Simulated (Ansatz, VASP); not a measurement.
Mo in VASP and in Ansatz

```
Mo
1.0
     2.81758    0.00000    0.00000
    -1.40879    2.44009    0.00000
     0.00000    0.00000    2.55518
Mo
1
Direct
  0.00000 0.00000 0.50000
```

Change from the starting cell: strain +0.030 along x and y, +0.000 along z, atoms carried along.

Alike in both runs: task single point; functional LDA; k mesh 18 × 18 × 18; occupations gaussian, width 0.15 eV; no spin polarisation.

|  | VASP | Ansatz |
| --- | --- | --- |
| version | VASP 6.6.1 | Ansatz 0.2.0 |
| potentials or method | VASP PAW LDA potentials, release 64 (Mo_sv), cutoff 520 eV | scalar-relativistic, plane waves, PAW |
| valence electrons in the cell | 14 | 14 |

|  | VASP | Ansatz | Ansatz less VASP |
| --- | --- | --- | --- |
| gap on the k mesh at the Fermi level (eV) | none | none | - |
| pressure (GPa) | -17.9 | -18.7 | -0.76 |
| traceless stress, the component that is largest in VASP (GPa) | 0.03 | -0.09 | -0.116 |

LDA's correlation is that of Perdew and Zunger in VASP and of Perdew and Wang (1992) in Ansatz. A gap of «none» marks a metal or a gap that the smearing closes.
